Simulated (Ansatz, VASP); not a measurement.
## Ir in VASP and in Ansatz

```xyz
2
Lattice="2.7233 0.0000 0.0000 -1.3616 2.3584 0.0000 0.0000 0.0000 4.4408" Properties=species:S:1:pos:R:3 pbc="T T T"
Ir    1.3616    0.7861    3.3306
Ir    0.0000    1.5723    1.1102
```

Alike in both runs: functional r2SCAN; k mesh 12 × 12 × 6; occupations gaussian, width 0.1 eV; no spin polarisation.

Ansatz relaxed the structure, and its values are those at the end. VASP's run is a single point on that final structure, the one shown.

|  | VASP | Ansatz |
| --- | --- | --- |
| version | VASP 6.6.1 | Ansatz 0.2.0 |
| potentials or method | VASP PAW PBE potentials, release 64 (Ir), cutoff 520 eV | scalar-relativistic, plane waves, PAW |
| valence electrons in the cell | 18 | 34 |

```csv
,VASP,Ansatz,Ansatz less VASP
gap on the k mesh at the Fermi level (eV),none,none,-
pressure (GPa),2.5,0.0,-2.48
```

VASP's potentials were made for PBE, not for r2SCAN. A gap of «none» marks a metal or a gap that the smearing closes. With one functional, cell and mesh, what is left measures potentials, basis and numerics. VASP's potentials hold 18 valence electrons a cell and Ansatz's 34, so a difference there can come from the potentials and not from the codes.

Neither program's run includes spin-orbit coupling.
